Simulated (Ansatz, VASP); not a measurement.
Two plane-wave programs on Sc3W

INCAR

```
ALGO     = Normal         # electronic algorithm
EDIFF    = 1E-6           # SCF threshold, eV
EDIFFG   = -0.04          # ionic threshold
ENCUT    = 600            # plane-wave cutoff, eV
GGA      = PE             # functional
IBRION   = 2              # ionic algorithm
ISIF     = 3              # what is computed and relaxed
ISMEAR   = 0              # smearing method
LASPH    = T              # aspherical terms in the spheres
LCHARG   = F              # write CHGCAR
LREAL    = F              # projectors in reciprocal space
LWAVE    = F              # write WAVECAR
NELM     = 60             # most SCF steps
NSW      = 90             # ionic steps
PREC     = Accurate       # precision mode
SIGMA    = 0.1            # smearing width, eV
```

KPOINTS

```
k-points
0
Gamma
  4 4 4
```

The input POSCAR:

```
Sc3W
1.0
    4.4780675100      0.0000000000      0.0000000000
    0.0000000000      4.4780675100      0.0000000000
    0.0000000000      0.0000000000      4.4780675100
Sc W
3 1
Direct
    0.5000000000      0.0000000000      0.5000000000
    0.0000000000      0.5000000000      0.5000000000
    0.5000000000      0.5000000000      0.0000000000
    0.0000000000      0.0000000000      0.0000000000
```

Input for Ansatz:

```yaml
crystal:
  lattice:
    - [4.47806751, 0.0, 0.0]
    - [0.0, 4.47806751, 0.0]
    - [0.0, 0.0, 4.47806751]
  atoms:
    - { symbol: Sc, position: [0.5, 0.0, 0.5] }
    - { symbol: Sc, position: [0.0, 0.5, 0.5] }
    - { symbol: Sc, position: [0.5, 0.5, 0.0] }
    - { symbol: W, position: [0.0, 0.0, 0.0] }
basis:
  ecutwfc: 420
kpoints:
  mp_grid: { grid: [4, 4, 4] }
hamiltonian:
  xc: pbe
scf:
  occupations: { method: gaussian, width: 0.1 }
  lower_state_search: "off"
output:
  forces: true
  stress: true
  eigenvalues: true
relax:
  adjacent_minimum: "off"
  f_tol: 0.04
  max_steps: 70
  cell: { stress_tol: 0.4 }
```

Change from the starting cell: species swapped into the Dy3Ho type (Pm-3m, No. 221).

Alike in both runs: task relaxation of cell and atoms; functional PBE; k mesh 4 × 4 × 4; occupations gaussian, width 0.1 eV; no spin polarisation.

|  | VASP | Ansatz |
| --- | --- | --- |
| version | VASP 6.6.1 | Ansatz 0.2.0 |
| potentials or method | VASP PAW PBE potentials, release 64 (Sc_sv, W_sv), cutoff 600 eV | scalar-relativistic, plane waves, PAW |
| valence electrons in the cell | 47 | 47 |

```tsv
	VASP	Ansatz	Ansatz less VASP
gap on the k mesh at the Fermi level, each at its own relaxed structure (eV)	none	none	-
relaxed volume (Å³/atom)	20.87	20.83	-0.034
relaxed length of the cell vector where the two differ most in proportion (Å)	4.370	4.368	-0.0024
```

A gap of «none» marks a metal or a gap that the smearing closes.

Spin-orbit coupling is off throughout.
